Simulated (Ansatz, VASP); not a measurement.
This is a calculation of AlBN for Ansatz 0.2.0.

File input:

```
crystal:
  lattice:
    - [2.64562, 0.0, 0.0]
    - [0.0, 2.64562, 0.0]
    - [0.0, 0.0, 5.40264]
  atoms:
    - { symbol: Al, position: [0.5, 0.5, 0.0] }
    - { symbol: B, position: [0.5, 0.5, 0.5] }
    - { symbol: "N", position: [0.0, 0.0, 0.0] }
hamiltonian:
  xc: { exchange: pbe, correlation: pbe, exx: { coeff: 0.3, omega: 0.2 } }
  pseudopotentials: { kind: paw }
kpoints:
  mp_grid: { grid: [5, 5, 3] }
scf:
  occupations: { method: fermi_dirac, width: 0.05 }
output:
  forces: true
  stress: true
  eigenvalues: true
```

Task: Translate it to VASP 6.6.1. Potentials there: VASP PAW PBE potentials, release 64 (Al, B, N).

Result: As run (the cutoff follows the program's own potentials):

File POSCAR:

```
AlBN
1.0
    2.6456200000      0.0000000000      0.0000000000
    0.0000000000      2.6456200000      0.0000000000
    0.0000000000      0.0000000000      5.4026400000
Al B N
1 1 1
Direct
    0.5000000000      0.5000000000      0.0000000000
    0.5000000000      0.5000000000      0.5000000000
    0.0000000000      0.0000000000      0.0000000000
```

The input INCAR.step1:

```
SYSTEM = AlBN
PREC = Accurate ; ENCUT = 520
EDIFF = 1E-5 ; ISMEAR = -1
SIGMA = 0.05 ; LREAL = .FALSE.
LASPH = .TRUE. ; NELM = 80
ALGO = Normal ; ISIF = 2
LWAVE = .TRUE. ; NBANDS = 12
GGA = PE
```

Contents of INCAR.step2:

```
SYSTEM = AlBN
PREC = Accurate ; ENCUT = 520
EDIFF = 1E-6 ; ISMEAR = -1
SIGMA = 0.05 ; LREAL = .FALSE.
LASPH = .TRUE. ; NELM = 80
ALGO = Normal ; ISIF = 2
LWAVE = .FALSE. ; LCHARG = .TRUE.
GGA = PE ; LHFCALC = .TRUE.
AEXX = 0.3 ; HFSCREEN = 0.2
PRECFOCK = Normal ; LELF = .TRUE.
LVHAR = .TRUE. ; NBANDS = 12
ISTART = 1
```

File KPOINTS:

```
regular mesh
0
G
  5 5 3
  0 0 0
```

Potentials or basis: VASP PAW PBE potentials, release 64 (Al, B, N).

Run with:

```console
$ cat potpaw_PBE.64/Al/POTCAR potpaw_PBE.64/B/POTCAR potpaw_PBE.64/N/POTCAR > POTCAR
$ cp INCAR.step1 INCAR
$ mpirun -np 1 vasp_std > vasp.out
$ cp INCAR.step2 INCAR
$ mpirun -np 1 vasp_std > vasp.out
```

Both were run:

|  | VASP | Ansatz | Ansatz less VASP |
| --- | --- | --- | --- |
| gap on the k mesh at the Fermi level (eV) | none | none | - |
| pressure (GPa) | -3.4 | -3.4 | +0.04 |
| traceless stress, the component that is largest in VASP (GPa) | 7.33 | 7.38 | +0.052 |

VASP's potentials were made for PBE, not for PBE-based screened hybrid. A gap of «none» marks a metal or a gap that the smearing closes. The functional is the same, so the differences come from potentials, cutoffs and numerics.

The k mesh is coarse, so the values compare programs but aren't converged.
